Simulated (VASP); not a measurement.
A run of VASP 6.6.1 is set up as follows.

The input INCAR:

```
  PREC = Accurate
  ENCUT = 600
  EDIFF = 1E-7
  ISMEAR = 0
  SIGMA = 0.1
  LREAL = F
  LASPH = T
  NELM = 100
  ALGO = Normal
  ISIF = 3
  LWAVE = F
  LCHARG = F
  GGA = PE
  IBRION = 2
  NSW = 100
  EDIFFG = -0.01
```

KPOINTS

```
regular mesh
0
Gamma
  6 6 8
```

POSCAR

```
SnTe5
1.0
    6.8237789593      0.0000000000      0.0000000000
   -3.4118894797      5.9095659286      0.0000000000
    0.0000000000      0.0000000000      4.5600550554
Sn Te
1 5
Direct
    0.0000000000      0.0000000000      0.5000000000
    0.6627293552      0.0000000000      0.0000000000
    0.3372706448      0.3372706448      0.0000000000
    0.0000000000      0.6627293552      0.0000000000
    0.6666666667      0.3333333333      0.5000000000
    0.3333333333      0.6666666667      0.5000000000
```

Potentials or basis: VASP PAW PBE potentials, release 64 (Sn_d, Te).

Command:

```bash
$ cat potpaw_PBE.64/Sn_d/POTCAR potpaw_PBE.64/Te/POTCAR > POTCAR
$ mpirun -np 1 vasp_std > vasp.out
```

Estimate the space group after relaxing (to 0.1 Å).

P-62m (No. 189).

Estimate the relaxed volume.

31.45 Å³/atom.

Estimate the relaxed cell.

a = 7.053 Å, b = 7.053 Å, c = 4.381 Å, α = 90.00°, β = 90.00°, γ = 120.00°.

Final structure:
```
Sn Te
1.0
     7.05294    0.00000    0.00000
    -3.52647    6.10802    0.00000
     0.00000    0.00000    4.38078
Sn Te
1 5
Cartesian
  0.0000 0.0000 2.1904
  4.6959 0.0000 0.0000
  1.1785 2.0412 0.0000
  -2.3480 4.0668 0.0000
  3.5265 2.0360 2.1904
  0.0000 4.0720 2.1904
```
